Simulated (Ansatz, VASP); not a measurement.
One calculation of PbS, two programs

```
Pb S
1.0
     4.03442    0.00000    0.00000
    -2.01721    3.49391    0.00000
     0.00000    0.00000    3.73697
Pb S
1 1
Direct
  0.00000 0.00000 0.00000
  0.66667 0.33333 0.50000
```

Change from the starting cell: volume scaled by 0.96.

Alike in both runs: task single point; functional PBE; k mesh 8 × 8 × 7; occupations fermi-dirac, width 0.05 eV; no spin polarisation.

|  | VASP | Ansatz |
| --- | --- | --- |
| version | VASP 6.6.1 | Ansatz 0.2.0 |
| potentials or method | VASP PAW PBE potentials, release 64 (Pb_d, S), cutoff 520 eV | all-electron LAPW, scalar-relativistic |

Ansatz gave:

```
gap on the k mesh at the Fermi level (eV)                     : none
pressure (GPa)                                                : 2.2
traceless stress, the component that is largest in VASP (GPa) : 0.59
```

What did VASP give for the same quantities?

gap on the k mesh at the Fermi level (eV): none; pressure (GPa): 2.1; traceless stress, the component that is largest in VASP (GPa): 0.57.

A gap of «none» marks a metal or a gap that the smearing closes. Ansatz ran all-electron here, and VASP with PAW potentials.

Neither program's run includes spin-orbit coupling.
